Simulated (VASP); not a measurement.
# HfN (Fm-3m) in VASP: further runs

The runs below take HfN through single point, with r2SCAN.

Everything below comes from runs of VASP 6.6.1. Logs are shortened: lines on timing, memory, paths and dates and some standing lists are left out, and cuts for length are marked.

### Step 1. The cell of the first run

It takes space group Fm-3m (No. 225, cubic). Conventional cell: a = 4.464 Å, b = 4.464 Å, c = 4.464 Å, α = 90.00°, β = 90.00°, γ = 90.00°. Hf (site symmetry m-3m) has 6 N at 2.23 Å within 3.0 Å. Within 3.0 Å of N (site symmetry m-3m) lie 6 Hf at 2.23 Å.

### Step 2. Single point, r2SCAN (volume scaled by 0.960)

File POSCAR:

```
HfN
1.0
    0.0000000000      2.2318109890      2.2318109890
    2.2318109890      0.0000000000      2.2318109890
    2.2318109890      2.2318109890      0.0000000000
Hf N
1 1
Direct
    0.5000000000      0.5000000000      0.5000000000
    0.0000000000      0.0000000000      0.0000000000
```

File INCAR.step1:

```
SYSTEM = HfN
PREC = Accurate
ENCUT = 520
ISMEAR = 0
SIGMA = 0.05
LREAL = .FALSE.
LASPH = .TRUE.
NELM = 60
NBANDS = 14
GGA = PE
ALGO = Normal
EDIFF = 1E-4
LWAVE = .TRUE.
LCHARG = .FALSE.
```

File INCAR.step2:

```
SYSTEM = HfN
PREC = Accurate
ENCUT = 520
EDIFF = 1E-6
ISMEAR = 0
SIGMA = 0.05
LREAL = .FALSE.
LASPH = .TRUE.
NELM = 60
ALGO = Normal
ISIF = 2
LWAVE = .FALSE.
LCHARG = .FALSE.
METAGGA = R2SCAN
LMIXTAU = .TRUE.
NBANDS = 14
ISTART = 1
```

File KPOINTS:

```
Automatic mesh
0
G
  12 12 12
  0 0 0
```

Potentials or basis: VASP PAW PBE potentials, release 64 (Hf_pv, N).

Run with:

```bash
cat potpaw_PBE.64/Hf_pv/POTCAR potpaw_PBE.64/N/POTCAR > POTCAR
cp INCAR.step1 INCAR
mpirun -np 1 vasp_std > vasp.out
cp INCAR.step2 INCAR
mpirun -np 1 vasp_std > vasp.out
```

OUTCAR:

```text
SYSTEM = HfN
   PREC = Accurate
   ENCUT = 520
   EDIFF = 1E-6
   ISMEAR = 0
   LREAL = .FALSE.
   LASPH = .TRUE.
   NELM = 60
   ISIF = 2
   METAGGA = R2SCAN
   ISTART = 1

 ion  position               nearest neighbor table
   1  0.500  0.500  0.500-   2 2.23   2 2.23   2 2.23   2 2.23   2 2.23   2 2.23
   2  0.000  0.000  0.000-   1 2.23   1 2.23   1 2.23   1 2.23   1 2.23   1 2.23

  LATTYP: Found a face centered cubic cell.
 ALAT       =     4.4636219780

  Lattice vectors:

 A1 = (   0.0000000000,   2.2318109890,   2.2318109890)
 A2 = (   2.2318109890,   0.0000000000,   2.2318109890)
 A3 = (   2.2318109890,   2.2318109890,   0.0000000000)

Analysis of symmetry for initial positions (statically):
=====================================================================
 Subroutine PRICEL returns:
 Original cell was already a primitive cell.

 Routine SETGRP: Setting up the symmetry group for a
 face centered cubic supercell.

 Subroutine GETGRP returns: Found 48 space group operations
 (whereof 48 operations were pure point group operations)
 out of a pool of 48 trial point group operations.

The static configuration has the point symmetry O_h .

Analysis of symmetry for dynamics (positions and initial velocities):
=====================================================================
 Subroutine PRICEL returns:
 Original cell was already a primitive cell.

 Routine SETGRP: Setting up the symmetry group for a
 face centered cubic supercell.

 Subroutine GETGRP returns: Found 48 space group operations
 (whereof 48 operations were pure point group operations)
 out of a pool of 48 trial point group operations.

The dynamic configuration has the point symmetry O_h .

 Subroutine INISYM returns: Found 48 space group operations
 (whereof 48 operations are pure point group operations),
 and found     1 'primitive' translations

----------------------------------------------------------------------------------------

                                     Primitive cell

  volume of cell :      22.2332

  direct lattice vectors                    reciprocal lattice vectors
     0.000000000  2.231810989  2.231810989    -0.224033309  0.224033309  0.224033309
     2.231810989  0.000000000  2.231810989     0.224033309 -0.224033309  0.224033309
     2.231810989  2.231810989  0.000000000     0.224033309  0.224033309 -0.224033309

  length of vectors
     3.156257369  3.156257369  3.156257369     0.388037073  0.388037073  0.388037073

  position of ions in fractional coordinates (direct lattice)
     0.500000000  0.500000000  0.500000000
     0.000000000  0.000000000  0.000000000

  ion indices of the primitive-cell ions
   primitive index   ion index
                 1           1
                 2           2

----------------------------------------------------------------------------------------

 KPOINTS: Automatic mesh

Automatic generation of k-mesh.
 Grid dimensions read from file:
 generate k-points for:   12   12   12

 Generating k-lattice:

  Cartesian coordinates                     Fractional coordinates (reciprocal lattice)
    -0.018669442  0.018669442  0.018669442     0.083333333  0.000000000  0.000000000
     0.018669442 -0.018669442  0.018669442     0.000000000  0.083333333  0.000000000
     0.018669442  0.018669442 -0.018669442     0.000000000  0.000000000  0.083333333

  Length of vectors
     0.032336423  0.032336423  0.032336423

  Shift w.r.t. Gamma in fractional coordinates (k-lattice)
     0.000000000  0.000000000  0.000000000

 Subroutine IBZKPT returns following result:
 ===========================================

 Found     72 irreducible k-points:

 Following reciprocal coordinates:
            Coordinates               Weight
  0.000000  0.000000  0.000000      1.000000
  0.083333  0.000000  0.000000      8.000000
  0.166667  0.000000  0.000000      8.000000
  0.250000  0.000000  0.000000      8.000000
  0.333333  0.000000  0.000000      8.000000
  0.416667  0.000000  0.000000      8.000000
[... 16 lines left out ...]
  0.500000  0.166667  0.000000     24.000000
 -0.416667  0.166667  0.000000     24.000000
 [... further k-points ...]
   k-points           NKPTS =     72   k-points in BZ     NKDIM =     72   number of bands    NBANDS=     14
   number of dos      NEDOS =    301   number of ions     NIONS =      2
   total plane-waves  NPLWV =  13824
   dimension x,y,z NGX =    24 NGY =   24 NGZ =   24
   dimension x,y,z NGXF=    48 NGYF=   48 NGZF=   48
   ions per type =               1   1
   NGX,Y,Z   is equivalent  to a cutoff of  12.64, 12.64, 12.64 a.u.
   NGXF,Y,Z  is equivalent  to a cutoff of  25.28, 25.28, 25.28 a.u.
 SYSTEM =  HfN
   PREC   = accura    normal or accurate (medium, high low for compatibility)
   ISTART =      1    job   : 0-new  1-cont  2-samecut
   ICHARG =      0    charge: 1-file 2-atom 10-const
   ISPIN  =      1    spin polarized calculation?
   LNONCOLLINEAR =      F non collinear calculations
   LSORBIT =      F    spin-orbit coupling
   LASPH  =      T    aspherical Exc in radial PAW
   ENCUT  =  520.0 eV  38.22 Ry    6.18 a.u.   5.87  5.87  5.87*2*pi/ulx,y,z
   NELM   =     60;   NELMIN=  2; NELMDL=  0     # of ELM steps
   EDIFF  = 0.1E-05   stopping-criterion for ELM
   LREAL  =      F    real-space projection
   EDIFFG = 0.1E-04   stopping-criterion for IOM
   NSW    =      0    number of steps for IOM
   IBRION =     -1    ionic relax: 0-MD 1-quasi-New 2-CG
   NFREE  =      0    steps in history (QN), initial steepest desc. (CG)
   ISIF   =      2    stress and relaxation
   ISYM   =      2    0-nonsym 1-usesym 2-fastsym
   POTIM  = 0.5000    time-step for ionic-motion
   TEBEG  =    0.0;   TEEND  =   0.0 temperature during run
   PSTRESS=    0.0 pullay stress
   NELECT =      15.0000    total number of electrons
   NUPDOWN=      -1.0000    fix difference up-down
   EMIN   =  10.00;   EMAX   =-10.00  energy-range for DOS
   EFERMI =   0.00;   METHOD = LEGACY
   ISMEAR =     0;   SIGMA  =   0.05  broadening in eV -4-tet -1-fermi 0-gaus
   EFERMI_NEDOS =   21; number of points for ismear=-14 and -15
   IALGO  =     38    algorithm
   IMIX   =      4    mixing-type and parameters
     AMIX     =   0.40;   BMIX     =  1.00
     AMIX_MAG =   1.60;   BMIX_MAG =  1.00
  volume/ion in A,a.u.               =      11.12        75.02
  Fermi-wavevector in a.u.,A,eV,Ry     =   1.435835  2.713335 28.050069  2.061622
  Thomas-Fermi vector in A             =   2.555090
   LORBIT       =      0    0 simple, 1 ext, 2 COOP (PROOUT), +10 PAW based schemes
   METAGGA = R2SCAN    functional components
   LHFCALC =     F    Hartree Fock is set to
   AEXX    =    0.0000 exact exchange contribution
   IVDW    =     0    specifies the selected vdW correction
   LEPSILON=     F    determine dielectric tensor
   LRPA    =     F    only Hartree local field effects (RPA)
 non-spin polarized calculation
 Gauss-broadening in eV      SIGMA  =   0.05
  energy-cutoff  :      520.00
  volume of cell :       22.23
 maximum number of plane-waves:       612
   NGX = 11   NGY = 11   NGZ = 11

 number of electron      15.0000001 magnetization

 Free energy of the ion-electron system (eV)
  ---------------------------------------------------
  ext. energy  EPLUGINS =         0.00000000
  ---------------------------------------------------
  free energy    TOTEN  =       -58.22210812 eV

  energy without entropy =      -58.22194211  energy(sigma->0) =      -58.22202511

 E-fermi :   8.8782     XC(G=0): -13.7765

 val. band max:        8.8290999732   @ k =  -0.0833   0.0833   0.0000
 cond. band min:       8.9392844582   @ k =  -0.1667   0.2500   0.0833
 fundamental gap:      0.1101844850
 Fermi energy:         8.8782095936

 k-point     1 :       0.0000    0.0000    0.0000
  band No.  band energies     occupation
      1     -23.5246      2.00000
      2     -23.5246      2.00000
      3     -23.5246      2.00000
      4     -10.0683      2.00000
      5       5.3774      2.00000
      6       5.3774      2.00000
      7       5.3774      2.00000
      8       8.5001      2.00000
      9       8.5001      2.00000
     10       8.5001      2.00000
     11      10.9594      0.00000
     12      10.9594      0.00000
     13      11.2884      0.00000
     14      19.0096      0.00000

 k-point     2 :       0.0833    0.0000    0.0000
  band No.  band energies     occupation
      1     -23.6075      2.00000
      2     -23.5308      2.00000
      3     -23.5308      2.00000
      4      -9.8950      2.00000
      5       4.7037      2.00000
      6       4.9637      2.00000
      7       4.9637      2.00000
      8       8.6825      2.00000
      9       8.7451      1.99983
     10       8.7451      1.99983
     11      11.5203      0.00000
     12      11.5203      0.00000
     13      11.7865      0.00000
     14      19.5827      0.00000

 k-point     3 :       0.1667    0.0000    0.0000
  band No.  band energies     occupation
      1     -23.8267      2.00000
      2     -23.5478      2.00000
      3     -23.5478      2.00000
      4      -9.4160      2.00000
      5       3.3195      2.00000
      6       4.1105      2.00000
      7       4.1105      2.00000
      8       9.0017      0.00048
      9       9.3747      0.00000
     10       9.3747      0.00000
     11      12.8828      0.00000
     12      12.8828      0.00000
     13      12.9532      0.00000
     14      20.0282      0.00000
[... 324 lines left out ...]
 k-point    23 :       0.5000    0.1667    0.0000
  band No.  band energies     occupation
      1     -24.5026      2.00000
      2     -23.7738      2.00000
      3     -23.6817      2.00000
      4      -7.6806      2.00000
      5       0.2208      2.00000
      6       2.3125      2.00000
      7       2.5679      2.00000
      8       9.7889      0.00000
      9      12.7766      0.00000
     10      13.2056      0.00000
     11      15.5282      0.00000
     12      16.9090      0.00000
     13      18.4930      0.00000
     14      20.0273      0.00000

 k-point    24 :      -0.4167    0.1667    0.0000
  band No.  band energies     occupation
      1     -24.5152      2.00000
      2     -23.8104      2.00000
      3     -23.6553      2.00000
      4      -7.5668      2.00000
      5       0.0362      2.00000
      6       2.2876      2.00000
      7       2.4134      2.00000
      8      11.1165      0.00000
      9      11.8960      0.00000
     10      12.5919      0.00000
     11      15.6217      0.00000
     12      18.0278      0.00000
     13      18.1578      0.00000
     14      20.0276      0.00000

 [... further k-points ...]
[... 5 lines left out ...]
  --------------------------------------------------------------------------------------
  -------------------------------------------------------------------------------------
  Total        1.3612719      1.3612719      1.3612719      0.0000000      0.0000000      0.0000000
  in kB       98.0964392     98.0964392     98.0964392      0.0000000      0.0000000      0.0000000
  external PRESSURE =      98.0964392 kB  Pullay stress =       0.0000000 kB

 VOLUME and BASIS-vectors are now :
 -----------------------------------------------------------------------------
  energy-cutoff  :      520.00
  volume of cell :       22.23
      direct lattice vectors                 reciprocal lattice vectors
     0.000000000  2.231810989  2.231810989    -0.224033309  0.224033309  0.224033309
     2.231810989  0.000000000  2.231810989     0.224033309 -0.224033309  0.224033309
     2.231810989  2.231810989  0.000000000     0.224033309  0.224033309 -0.224033309

 POSITION                                       TOTAL-FORCE (eV/Angst)
 -----------------------------------------------------------------------------------
      2.23181      2.23181      2.23181        -0.000000     -0.000000     -0.000000
      0.00000      0.00000      0.00000         0.000000      0.000000      0.000000
 -----------------------------------------------------------------------------------
    total drift:                                0.000000     -0.000000     -0.000000

  FREE ENERGIE OF THE ION-ELECTRON SYSTEM (eV)
  ---------------------------------------------------
  free  energy   TOTEN  =       -58.2221081155 eV

  energy  without entropy=      -58.2219421082  energy(sigma->0) =      -58.22202511
```

It took 51 s on 1 thread of Intel Xeon 6975P-C (Granite Rapids), shared host; peak memory 0.15 GiB.

Results:

* Free energy: -58.2221 eV
* Pressure: 9.8 GPa

Caveat: the PAW data sets were made with another functional, which shifts forces and pressure a little; spin-orbit coupling is left out, which moves the levels of the heavy elements.

(Continued in part 2 of 2.)
